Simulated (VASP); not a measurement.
# HfC (P6_3/mmc) in VASP: a series of runs

Runs on HfC. Level: PBEsol. Tasks: vibrations by perturbation theory, single point.

Everything below comes from runs of VASP 6.6.1. Logs are shortened: lines on timing, memory, paths and dates and some standing lists are left out, and cuts for length are marked.

### 1 The cell of the first run

Symmetry: P6_3/mmc, No. 194, hexagonal system. Conventional cell: a = 3.343 Å, b = 3.343 Å, c = 5.203 Å, α = 90.00°, β = 90.00°, γ = 120.00°. Within 3.1 Å of Hf (site symmetry -6m2) lie 6 C at 2.33 Å. C (site symmetry -3m) has 6 Hf at 2.33 Å and 2 C at 2.60 Å within 3.1 Å.

### 2 Vibrations by perturbation theory, PBEsol

INCAR

```
PREC = Accurate
ENCUT = 520
EDIFF = 1E-8
ISMEAR = -1
SIGMA = 0.05
LREAL = False
LASPH = True
NELM = 100
ALGO = Normal
ISIF = 2
LWAVE = False
LCHARG = False
GGA = PS
IBRION = 8
NSW = 1
```

KPOINTS

```
Automatic mesh
0
Gamma
  8 8 6
```

POSCAR

```
HfC
1.0
    3.3428660531      0.0000000000      0.0000000000
   -1.6714330265      2.8950069234      0.0000000000
    0.0000000000      0.0000000000      5.2027140000
Hf C
2 2
Direct
    0.3333333333      0.6666666667      0.2500000000
    0.6666666667      0.3333333333      0.7500000000
    0.0000000000      0.0000000000      0.5000000000
    0.0000000000      0.0000000000      0.0000000000
```

Potentials or basis: VASP PAW PBE potentials, release 64 (Hf_pv, C).

Command:

```bash
> cat potpaw_PBE.64/Hf_pv/POTCAR potpaw_PBE.64/C/POTCAR > POTCAR
> mpirun -np 1 vasp_std > vasp.out
```

OUTCAR:

```text
PREC = Accurate
   ENCUT = 520
   EDIFF = 1E-8
   ISMEAR = -1
   LREAL = False
   LASPH = True
   NELM = 100
   ISIF = 2
   GGA = PS
   IBRION = 8
   NSW = 1

 ion  position               nearest neighbor table
   1  0.333  0.667  0.250-   3 2.33   4 2.33   3 2.33   4 2.33   3 2.33   4 2.33   2 3.24   2 3.24
                             2 3.24   2 3.24   2 3.24   2 3.24
   2  0.667  0.333  0.750-   3 2.33   4 2.33   3 2.33   4 2.33   3 2.33   4 2.33   1 3.24   1 3.24
                             1 3.24   1 3.24   1 3.24   1 3.24
   3  0.000  0.000  0.500-   1 2.33   2 2.33   1 2.33   2 2.33   2 2.33   1 2.33
   4  0.000  0.000  0.000-   1 2.33   2 2.33   1 2.33   2 2.33   2 2.33   1 2.33

  LATTYP: Found a hexagonal cell.
 ALAT       =     3.3428660531
 C/A-ratio  =     1.5563632875

  Lattice vectors:

 A1 = (   3.3428660531,   0.0000000000,   0.0000000000)
 A2 = (  -1.6714330265,   2.8950069234,   0.0000000000)
 A3 = (   0.0000000000,   0.0000000000,   5.2027140000)

Analysis of symmetry for initial positions (statically):
=====================================================================
 Subroutine PRICEL returns:
 Original cell was already a primitive cell.

 Routine SETGRP: Setting up the symmetry group for a
 hexagonal supercell.

 Subroutine GETGRP returns: Found 24 space group operations
 (whereof 12 operations were pure point group operations)
 out of a pool of 24 trial point group operations.

The static configuration has the point symmetry D_3d.
 The point group associated with its full space group is D_6h.

Analysis of symmetry for dynamics (positions and initial velocities):
=====================================================================
 Subroutine PRICEL returns:
 Original cell was already a primitive cell.

 Routine SETGRP: Setting up the symmetry group for a
 hexagonal supercell.

 Subroutine GETGRP returns: Found 24 space group operations
 (whereof 12 operations were pure point group operations)
[... 704 lines left out ...]
[... ionic steps 2 to 9 ...]

--------------------------------------- Ionic step       10  -------------------------------------------

------------------------ aborting loop because EDIFF is reached ----------------------------------------

[... ionic steps 11 to 11 ...]

--------------------------------------- Ionic step       12  -------------------------------------------

 Free energy of the ion-electron system (eV)
  ---------------------------------------------------
  ---------------------------------------------------
  free energy    TOTEN  =        -0.12196064 eV

  energy without entropy =       -0.12196063

------------------------ aborting loop because EDIFF is reached ----------------------------------------

 INTERNAL STRAIN TENSOR  FOR ION    3  DIRECTION 3   (eV/Angst):
 -----------------------------------------------------------------------------
    -0.01279 -0.00000 -0.00000
    -0.00000 -0.01279  0.00000
     0.00000 -0.00000  0.04214

 INTERNAL STRAIN TENSOR FOR ION    4 for displacements in x,y,z  (eV/Angst):
          X           Y           Z          XY          YZ          ZX
  --------------------------------------------------------------------------------
  x     0.00000     0.00000     0.00000     0.00000     0.00000     0.00000
  y     0.00000     0.00000     0.00000     0.00000     0.00000     0.00000
  z     0.00000     0.00000     0.00000     0.00000     0.00000     0.00000

 SECOND DERIVATIVES (NOT SYMMETRIZED)
 ------------------------------------
               1X          1Y          1Z          2X          2Y          2Z          3X          3Y          3Z          4X          4Y          4Z
  1X   -14.791172   -0.000000    0.000000   -0.575282   -0.000000    0.000000    7.683227    0.000000   -0.000000    7.683227    0.000000    0.000000
  1Y    -0.000000  -14.791172    0.000000   -0.000000   -0.575282    0.000000    0.000000    7.683227   -0.000000    0.000000    7.683227    0.000000
  1Z    -0.000000    0.000000  -18.184610    0.000000    0.000000   13.085659   -0.000000    0.000000    2.549476   -0.000000    0.000000    2.549476
  2X    -0.575282   -0.000000    0.000000  -14.791172   -0.000000    0.000000    7.683227    0.000000   -0.000000    7.683227    0.000000    0.000000
  2Y    -0.000000   -0.575282    0.000000   -0.000000  -14.791172    0.000000    0.000000    7.683227   -0.000000    0.000000    7.683227    0.000000
  2Z     0.000000    0.000000   13.085659   -0.000000    0.000000  -18.184610   -0.000000    0.000000    2.549476   -0.000000    0.000000    2.549476
  3X     7.681197    0.000000    0.000000    7.681197    0.000000    0.000000  -12.336236   -0.000000    0.000000   -3.026157   -0.000000    0.000000
  3Y     0.000000    7.681197    0.000000    0.000000    7.681197    0.000000   -0.000000  -12.336236    0.000000   -0.000000   -3.026157    0.000000
  3Z     0.000000    0.000000    2.548841    0.000000    0.000000    2.548841   -0.000000    0.000000  -10.038950    0.000000   -0.000000    4.941269
  4X     7.681197    0.000000    0.000000    7.681197    0.000000    0.000000   -3.026157   -0.000000    0.000000  -12.336236   -0.000000    0.000000
  4Y     0.000000    7.681197    0.000000    0.000000    7.681197    0.000000   -0.000000   -3.026157    0.000000   -0.000000  -12.336236    0.000000
  4Z    -0.000000    0.000000    2.548841   -0.000000    0.000000    2.548841    0.000000    0.000000    4.941269    0.000000   -0.000000  -10.038950

 Eigenvectors and eigenvalues of the dynamical matrix
 ----------------------------------------------------

   1 f  =   18.265682 THz   114.766662 2PiTHz  609.277557 cm-1    75.540755 meV
             X         Y         Z           dx          dy          dz
     -0.000000  1.930005  1.300679    -0.156498   -0.083911   -0.000000
      1.671433  0.965002  3.902036    -0.156498   -0.083911   -0.000000
      0.000000  0.000000  2.601357     0.603209    0.323429   -0.000000
      0.000000  0.000000  0.000000     0.603209    0.323429    0.000000
[... 71 lines left out ...]
  12 f/i=    0.000587 THz     0.003687 2PiTHz    0.019573 cm-1     0.002427 meV
             X         Y         Z           dx          dy          dz
     -0.000000  1.930005  1.300679     0.551971    0.404716    0.000000
      1.671433  0.965002  3.902036     0.551971    0.404716    0.000000
      0.000000  0.000000  2.601357     0.143204    0.105000    0.000000
      0.000000  0.000000  0.000000     0.143204    0.105000    0.000000

--------------------------------------------------------------------------------------------------------

 ELASTIC MODULI CONTR FROM IONIC RELAXATION (kBar)
 Direction    XX          YY          ZZ          XY          YZ          ZX
 --------------------------------------------------------------------------------
 XX          -3.8190      3.8190     -0.0000     -0.0000      0.0000      0.0000
 YY           3.8190     -3.8190      0.0000     -0.0000     -0.0000      0.0000
 ZZ          -0.0000      0.0000     -0.0000      0.0000      0.0000      0.0000
 XY          -0.0000     -0.0000      0.0000     -3.8190      0.0000      0.0000
 YZ           0.0000     -0.0000      0.0000      0.0000     -0.0000      0.0000
 ZX           0.0000      0.0000      0.0000      0.0000      0.0000      0.0000
 --------------------------------------------------------------------------------
```

It took 20 min on 1 thread of Intel Xeon 8259CL, shared host; peak memory 0.4 GiB.

Results:

```yaml
Highest_phonon_frequency_at_Γ: 609 cm⁻¹
```

Phonon frequencies in cm⁻¹ (negative: imaginary):
```
              q point                                frequencies
(0.000, 0.000, 0.000)  0 0 0 147 147 218 351 459 459 582 609 609
```

Caveat: the cell stands under pressure or tension, which shifts response properties; spin-orbit coupling is left out, which moves the levels of the heavy elements.

[end of part 1 of 2]
